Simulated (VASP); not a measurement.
# W18Se36F (a cell with a defect) in VASP: notebook

The runs below take W18Se36F (a cell with a defect) through single point, with PBE.

All numbers are computed with VASP 6.6.1; they aren't measurements. Logs are shortened: lines on timing, memory, paths and dates and some standing lists are left out, and cuts for length are marked.

## 1. The cell of the first run

The cell holds a defect, 55 atoms: a = 9.750 Å, b = 9.750 Å, c = 12.826 Å, α = 90.00°, β = 90.00°, γ = 120.00°.

## 2. Single point, PBE

The input, INCAR:

```
SYSTEM = W18Se36F
PREC = Accurate ; ENCUT = 520
EDIFF = 1E-7 ; ISMEAR = -1
SIGMA = 0.01 ; LREAL = Auto
LASPH = .True. ; NELM = 60
ALGO = Normal ; ISIF = 2
LWAVE = .False. ; LCHARG = .False.
GGA = PE ; NELECT = 476.0
NBANDS = 270
```

The input, KPOINTS:

```
regular mesh
0
Gamma
  1 1 1
  0 0 0
```

The input, POSCAR:

```
W18Se36F
1.0
    9.7497821400      0.0000000800      0.0000000000
   -4.8748911500      8.4435589800      0.0000000000
    0.0000000000      0.0000000000     12.8261208300
W Se F
18 36 1
Direct
    0.2131873532      0.1200587318      0.7476088934
    0.1200045711      0.2132444381      0.2526152718
    0.2082206625      0.4521050889      0.7410953885
    0.1204319194      0.5454648924      0.2526906649
    0.2128386938      0.7876247443      0.7470805965
    0.1189238475      0.8789325696      0.2543717655
    0.5453910519      0.1204670873      0.7475805918
    0.4521166353      0.2083444870      0.2591161462
    0.5451739669      0.4542315587      0.7463243273
    0.4542046432      0.5452120338      0.2538549296
    0.5448210556      0.7865333768      0.7459245961
    0.4526219342      0.8804486333      0.2566861051
    0.8788795999      0.1189668873      0.7458838979
    0.7876073392      0.2128816701      0.2531557314
    0.8803630061      0.4527197523      0.7436526699
    0.7863992644      0.5448303195      0.2541872982
    0.8787158869      0.7854652221      0.7479760348
    0.7854318935      0.8787951804      0.2522510931
    0.1017064220      0.2332563788      0.8759225138
    0.2268872269      0.1000916774      0.3857645710
    0.1000044100      0.2268972120      0.6144507061
    0.2332153998      0.1017549570      0.1243184920
    0.1009308704      0.5632451912      0.8755283183
    0.2311272123      0.4346997504      0.3835312379
    0.1013209329      0.5682313588      0.6132474584
    0.2337749774      0.4358881119      0.1218767561
    0.1015145582      0.8979625783      0.8786733845
    0.2287019932      0.7668277082      0.3847797058
    0.1012041933      0.8980827883      0.6171860615
    0.2320264637      0.7694449695      0.1235560635
    0.4358110458      0.2338539909      0.8783577786
    0.5682361846      0.1014742665      0.3870181847
    0.4346582669      0.2311357059      0.6166880934
    0.5632045132      0.1009602653      0.1247434061
    0.4243689082      0.5614421569      0.8722658353
    0.5650118508      0.4347640567      0.3859483366
    0.4346818935      0.5650179002      0.6142111169
    0.5613537023      0.4244753857      0.1277620117
    0.4351514281      0.8980702312      0.8779184408
    0.5648782566      0.7676803076      0.3843452019
    0.4345085851      0.8994129115      0.6162581115
    0.5601046467      0.7702385890      0.1250851307
    0.7693686144      0.2320696691      0.8767399862
    0.8980623407      0.1012578855      0.3830526053
    0.7667863103      0.2288230524      0.6155322490
    0.8979371006      0.1015709051      0.1215523400
    0.7700220421      0.5602260788      0.8751864378
    0.8993088050      0.4345795341      0.3839487453
    0.7676647458      0.5649149784      0.6158833294
    0.8980954944      0.4351835449      0.1222983957
    0.7669508951      0.8977380222      0.8771125853
    0.8962076153      0.7682247431      0.3837251391
    0.7682627979      0.8963190707      0.6164573143
    0.8977349961      0.7670773596      0.1231125935
    0.6208841978      0.6207586117      0.0002870704
```

Potentials or basis: VASP PAW PBE potentials, release 64 (W_sv, Se, F).

Command:

```console
cat potpaw_PBE.64/W_sv/POTCAR potpaw_PBE.64/Se/POTCAR potpaw_PBE.64/F/POTCAR > POTCAR
mpirun -np 1 vasp_gam > vasp.out
```

OUTCAR:

```text
SYSTEM = W18Se36F
   PREC = Accurate
   ENCUT = 520
   EDIFF = 1E-7
   ISMEAR = -1
   LREAL = Auto
   LASPH = .True.
   NELM = 60
   ISIF = 2
   GGA = PE
   NELECT = 476.0

 ion  position               nearest neighbor table
   1  0.213  0.120  0.748-  19 2.51  29 2.51  33 2.51  27 2.52  31 2.52  21 2.52   7 3.24   5 3.24
                             9 3.25  13 3.25  17 3.26   3 3.26
   2  0.120  0.213  0.253-  22 2.51  44 2.51  24 2.51  46 2.52  26 2.52  20 2.52   4 3.24  14 3.24
                            10 3.25   6 3.25  18 3.26   8 3.26
   3  0.208  0.452  0.741-  35 2.48  25 2.50  21 2.50  37 2.51  23 2.52  19 2.53  15 3.20  13 3.23
                             5 3.25   1 3.26  11 3.27   9 3.28
   4  0.120  0.545  0.253-  24 2.51  30 2.51  48 2.51  50 2.51  26 2.52  28 2.52   2 3.24  14 3.24
                            12 3.25  16 3.25  10 3.26   6 3.26
   5  0.213  0.788  0.747-  29 2.51  23 2.51  41 2.51  39 2.52  27 2.52  25 2.53   1 3.24  11 3.24
                             7 3.24  17 3.25   3 3.25  15 3.25
   6  0.119  0.879  0.254-  52 2.51  28 2.51  54 2.51  22 2.51  20 2.52  30 2.52   8 3.23  12 3.25
                            16 3.25  18 3.25   2 3.25   4 3.26
   7  0.545  0.120  0.748-  33 2.51  41 2.51  43 2.51  39 2.51  31 2.52  45 2.52   1 3.24   5 3.24
                            11 3.25  15 3.25   9 3.26  13 3.26
   8  0.452  0.208  0.259-  38 2.48  32 2.50  20 2.50  36 2.51  34 2.52  22 2.53  12 3.20   6 3.23
                            14 3.25   2 3.26  16 3.27  10 3.27
   9  0.545  0.454  0.746-  33 2.51  35 2.51  49 2.52  31 2.52  47 2.52  37 2.52  17 3.24  11 3.24
[... 53 lines left out ...]
  53  0.768  0.896  0.616-  13 2.51  11 2.51  17 2.52
  54  0.898  0.767  0.123-  18 2.51   6 2.51  16 2.52
  55  0.621  0.621  0.000-

  LATTYP: Found a hexagonal cell.
 ALAT       =     9.7497821400
 C/A-ratio  =     1.3155289673

  Lattice vectors:

 A1 = (   9.7497821400,   0.0000000800,   0.0000000000)
 A2 = (  -4.8748911500,   8.4435589800,   0.0000000000)
 A3 = (   0.0000000000,   0.0000000000,  12.8261208300)

Analysis of symmetry for initial positions (statically):
=====================================================================
 Subroutine PRICEL returns:
 Original cell was already a primitive cell.

 Routine SETGRP: Setting up the symmetry group for a
 hexagonal supercell.

 Subroutine GETGRP returns: Found  1 space group operations
 (whereof  1 operations were pure point group operations)
 out of a pool of 24 trial point group operations.

The static configuration has the point symmetry C_1 .

Analysis of symmetry for dynamics (positions and initial velocities):
=====================================================================
 Subroutine PRICEL returns:
 Original cell was already a primitive cell.

 Routine SETGRP: Setting up the symmetry group for a
 hexagonal supercell.

[... 193 lines left out ...]
   ISYM   =      2    0-nonsym 1-usesym 2-fastsym
   POTIM  = 0.5000    time-step for ionic-motion
   TEBEG  =    0.0;   TEEND  =   0.0 temperature during run
   PSTRESS=    0.0 pullay stress
   NELECT =     476.0000    total number of electrons
   NUPDOWN=      -1.0000    fix difference up-down
   EMIN   =  10.00;   EMAX   =-10.00  energy-range for DOS
   EFERMI =   0.00;   METHOD = LEGACY
   ISMEAR =    -1;   SIGMA  =   0.01  broadening in eV -4-tet -1-fermi 0-gaus
   EFERMI_NEDOS =   21; number of points for ismear=-14 and -15
   IALGO  =     38    algorithm
   IMIX   =      4    mixing-type and parameters
     AMIX     =   0.40;   BMIX     =  1.00
     AMIX_MAG =   1.60;   BMIX_MAG =  1.00
  volume/ion in A,a.u.               =      19.20       129.55
  Fermi-wavevector in a.u.,A,eV,Ry     =   1.255274  2.372124 21.438876  1.575713
  Thomas-Fermi vector in A             =   2.389039
   LORBIT       =      0    0 simple, 1 ext, 2 COOP (PROOUT), +10 PAW based schemes
   GGA     = PE    functional components
[... 5 lines left out ...]
 non-spin polarized calculation
  energy-cutoff  :      520.00
  volume of cell :     1055.88
 maximum number of plane-waves:     14202
 NGX is ok and might be reduce to    80
   NGX = 37   NGY = 37   NGZ = 47

 number of electron     476.0000013 magnetization

 Free energy of the ion-electron system (eV)
  ---------------------------------------------------
  ext. energy  EPLUGINS =         0.00000000
  ---------------------------------------------------
  free energy    TOTEN  =      -380.91726203 eV

  energy without entropy =     -380.91726203  energy(sigma->0) =     -380.91726203

 E-fermi :   7.1488     XC(G=0): -11.0080

 val. band max:        6.8064845348   @ k =   0.0000   0.0000   0.0000
 cond. band min:       8.2366058199   @ k =   0.0000   0.0000   0.0000
 fundamental gap:      1.4301212851
 Fermi energy:         7.1487888897

 k-point     1 :       0.0000    0.0000    0.0000
  band No.  band energies     occupation
      1     -67.4222      2.00000
      2     -67.4209      2.00000
      3     -67.4178      2.00000
      4     -67.4165      2.00000
      5     -67.4148      2.00000
      6     -67.4135      2.00000
[... 242 lines left out ...]
    249       8.5231      0.00000
    250       8.7070      0.00000
 [bands above 250 left out]

------------------------ aborting loop because EDIFF is reached ----------------------------------------

  FORCE on cell =-STRESS in cart. coord.  units (eV):
  Direction    XX          YY          ZZ          XY          YZ          ZX
  --------------------------------------------------------------------------------------
  -------------------------------------------------------------------------------------
  Total       71.0995335     71.5571037     67.8289091      0.3972233     -0.7872456      1.3551347
  in kB      107.8851207    108.5794293    102.9223355      0.6027393     -1.1945519      2.0562563
  external PRESSURE =     106.4622952 kB  Pullay stress =       0.0000000 kB

 VOLUME and BASIS-vectors are now :
 -----------------------------------------------------------------------------
  energy-cutoff  :      520.00
  volume of cell :     1055.88
      direct lattice vectors                 reciprocal lattice vectors
     9.749782140  0.000000080  0.000000000     0.102566394  0.059216736  0.000000000
    -4.874891150  8.443558980  0.000000000    -0.000000001  0.118433471  0.000000000
     0.000000000  0.000000000 12.826120830     0.000000000  0.000000000  0.077965896

 POSITION                                       TOTAL-FORCE (eV/Angst)
 -----------------------------------------------------------------------------------
      1.49326      1.01372      9.58892         0.016610     -0.022723      0.005462
      0.13047      1.80054      3.24007        -0.027385      0.002254     -0.006471
     -0.17386      3.81738      9.50538         0.027808     -0.026200      0.025738
     -1.48490      4.60567      3.24104        -0.028071     -0.001292     -0.013036
     -1.76445      6.65036      9.58215         0.019735     -0.017230      0.007019
     -3.12522      7.42132      3.26260        -0.032550     -0.002207     -0.001311
[... 47 lines left out ...]
      5.01330      6.47686      1.57906        -0.019920      0.007182     -0.075308
      3.02736      5.24141      0.00368         0.359494      0.647477     -0.011652
 -----------------------------------------------------------------------------------
    total drift:                                0.010991      0.026381      0.008887

  FREE ENERGIE OF THE ION-ELECTRON SYSTEM (eV)
  ---------------------------------------------------
  free  energy   TOTEN  =      -380.9172620287 eV

  energy  without entropy=     -380.9172620287  energy(sigma->0) =     -380.91726203
```

Wall time 15 min (1 thread of AMD EPYC 7R43 (Zen 3), shared host); peak memory 1.2 GiB.

What came out:

```
Free energy   : -380.9173 eV
Largest force : 0.741 eV/Å
```

Forces in eV/Å, atoms in the order of the input:
```
W    0.017 -0.023  0.005
W   -0.027  0.002 -0.006
W    0.028 -0.026  0.026
W   -0.028 -0.001 -0.013
W    0.020 -0.017  0.007
W   -0.033 -0.002 -0.001
W    0.013 -0.025  0.010
W   -0.038  0.011 -0.031
W    0.029 -0.029  0.016
W   -0.043  0.015 -0.017
W    0.024 -0.052  0.055
W   -0.037  0.011  0.025
W    0.014 -0.028  0.000
W   -0.025  0.009 -0.010
W    0.027 -0.027 -0.032
W   -0.052 -0.003 -0.050
W    0.014 -0.020  0.007
W   -0.027  0.002 -0.008
Se   0.003 -0.021  0.063
Se  -0.024 -0.002  0.047
Se   0.009 -0.021 -0.048
Se  -0.020 -0.011 -0.061
Se   0.017 -0.017  0.051
Se  -0.027  0.005  0.038
Se   0.035 -0.021 -0.056
Se  -0.023 -0.001 -0.078
Se   0.009 -0.022  0.054
Se  -0.040 -0.015  0.054
Se   0.014 -0.018 -0.046
Se  -0.020  0.010 -0.056
Se   0.012 -0.023  0.074
Se  -0.033  0.022  0.057
Se   0.017 -0.022 -0.037
Se  -0.028  0.006 -0.054
Se   0.041 -0.098  0.112
Se  -0.050  0.019  0.035
Se   0.038 -0.031 -0.031
Se  -0.100 -0.032 -0.084
Se   0.013 -0.021  0.072
Se  -0.027 -0.002  0.051
Se   0.041 -0.034 -0.026
Se  -0.059  0.038 -0.047
Se   0.020 -0.012  0.053
Se  -0.023  0.002  0.048
Se   0.007 -0.041 -0.055
Se  -0.024 -0.001 -0.055
Se   0.077 -0.035  0.050
Se  -0.049  0.021  0.026
Se   0.012 -0.021 -0.050
Se  -0.028  0.002 -0.070
Se   0.019 -0.014  0.073
Se  -0.026 -0.011  0.025
Se   0.002 -0.029 -0.022
Se  -0.020  0.007 -0.075
F    0.359  0.647 -0.012
```

Caveat: the k points lie up to 0.74 Å⁻¹ apart; the cell carries a net charge on a neutralising background, which shifts energy and pressure; the cell is charged against a uniform background, so pressure and absolute levels hang on convention; spin-orbit coupling is left out, which moves the levels of the heavy elements.

[end of part 1 of 2]
